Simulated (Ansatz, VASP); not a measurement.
# NaI: VASP beside Ansatz

File POSCAR:

```
NaI
1.0
   -0.2121037079      3.4692723996      3.4692723996
    3.4692723996     -0.2121037079      3.4692723996
    3.4692723996      3.4692723996     -0.2121037079
Na I
1 1
Direct
   -0.0074217700     -0.0074217700     -0.0074217700
    0.2574217700      0.2574217700      0.2574217700
```

Contents of INCAR.step1:

```
  ALGO = Normal
  EDIFF = 1E-5
  ENCUT = 520
  GGA = PE
  ISIF = 2
  ISMEAR = 0
  LASPH = T
  LREAL = F
  LWAVE = T
  NBANDS = 14
  NELM = 80
  PREC = Accurate
  SIGMA = 0.01
```

File INCAR.step2:

```
  ALGO = Normal
  EDIFF = 1E-6
  ENCUT = 520
  GGA = PE
  HFSCREEN = 0.2079
  ISIF = 2
  ISMEAR = 0
  ISTART = 1
  LASPH = T
  LCHARG = T
  LELF = T
  LHFCALC = T
  LREAL = F
  LVHAR = T
  LWAVE = F
  NBANDS = 14
  NELM = 80
  PREC = Accurate
  PRECFOCK = Normal
  SIGMA = 0.01
```

Contents of KPOINTS:

```
k-points
0
Gamma
  4 4 4
```

Input for Ansatz:

```yaml
crystal:
  lattice:
    - [-0.2121037079, 3.4692723996, 3.4692723996]
    - [3.4692723996, -0.2121037079, 3.4692723996]
    - [3.4692723996, 3.4692723996, -0.2121037079]
  atoms:
    - { symbol: Na, position: [-0.00742177, -0.00742177, -0.00742177] }
    - { symbol: I, position: [0.25742177, 0.25742177, 0.25742177] }
kpoints:
  mp_grid: { grid: [4, 4, 4] }
  band_path:
    path:
      - [0.0, 0.0, 0.0]
      - [-0.5, -0.5, 0.0]
      - [-0.375, -0.375, 0.25]
      - [-0.375, 0.0, 0.375]
      - [0.0, 0.0, 0.5]
      - [-0.5, -0.25, 0.25]
    npoints: 1
hamiltonian:
  xc: hse06
scf:
  occupations: { method: fixed }
  n_extra_bands: 4
output:
  forces: true
  stress: true
  eigenvalues: true
```

Change from the starting cell: epitaxial_111 strain +3.9%.

Alike in both runs: task single point; functional HSE06; k mesh 4 × 4 × 4; no spin polarisation.

|  | VASP | Ansatz |
| --- | --- | --- |
| version | VASP 6.6.1 | Ansatz 0.2.0 |
| potentials or method | VASP PAW PBE potentials, release 64 (Na_pv, I) | plane waves, PAW |
| plane-wave cutoff (eV) | 520 | 420 |
| occupations | gaussian, width 0.01 eV | fixed |
| valence electrons in the cell | 14 | 26 |

```tsv
	VASP	Ansatz	Ansatz less VASP
gap on the k mesh at the Fermi level (eV)	4.56	4.57	+0.013
pressure (GPa)	-0.2	-0.2	-0.01
traceless stress, the component that is largest in VASP (GPa)	0.17	0.17	0.000
```

VASP's potentials hold 14 valence electrons a cell and Ansatz's 26, so a difference there can come from the potentials and not from the codes. Ansatz's warnings: stress exchange threshold loose, stress scf threshold loose.

Neither program's run includes spin-orbit coupling.
